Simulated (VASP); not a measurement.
Input of a VASP 6.6.1 run:

INCAR

```
SYSTEM = Al16H2O
PREC = Accurate
ENCUT = 520
EDIFF = 1E-6
ISMEAR = -1
SIGMA = 0.15
LREAL = Auto
LASPH = .True.
NELM = 60
ALGO = Normal
ISIF = 2
LWAVE = .False.
LCHARG = .False.
GGA = PE
IVDW = 12
NBANDS = 43
```

File KPOINTS:

```
Automatic mesh
0
Gamma
  3 3 1
  0 0 0
```

POSCAR

```
Al16H2O
1.0
    5.7275650000      0.0000000000      0.0000000000
    0.0000000000      5.7275650000      0.0000000000
    0.0000000000      0.0000000000     19.0750000000
Al O H
16 1 2
Direct
    0.2499999564      0.2499999564      0.0524245872
    0.7500000436      0.2499999564      0.0524245872
    0.2499999564      0.7500000436      0.0524245872
    0.7500000436      0.7500000436      0.0524245872
   -0.0002140526      0.0001555635      0.1564798427
    0.4993177729      0.0020097546      0.1547551769
   -0.0000455691      0.4981874496      0.1550027261
    0.4994804948      0.4987430086      0.1552576671
    0.2497511595      0.2516317143      0.2639508257
    0.7481121559      0.2519840456      0.2635310616
    0.2518723052      0.7505369210      0.2615866317
    0.7461991265      0.7497444376      0.2612449803
   -0.0016802952     -0.0014707821      0.3659951769
    0.5008660749     -0.0019208861      0.3634050328
   -0.0017714334      0.5140311808      0.3616729751
    0.4994137998      0.4979606517      0.3673738925
    1.0094637075      0.0668900309      0.4738751769
    1.1658525045      0.1362219372      0.4799759371
    0.8992184288      0.1978407927      0.4795757274
```

Potentials or basis: VASP PAW PBE potentials, release 64 (Al, O, H).

The run is started by

```console
$ cat potpaw_PBE.64/Al/POTCAR potpaw_PBE.64/O/POTCAR potpaw_PBE.64/H/POTCAR > POTCAR
$ mpirun -np 1 vasp_std > vasp.out
```

(1) Predict the dispersion energy per atom.

(2) What does it give for the largest force?

## Answers

(1) -0.213 eV.

(2) 0.096 eV/Å.

Caveat: the k points lie up to 0.37 Å⁻¹ apart.
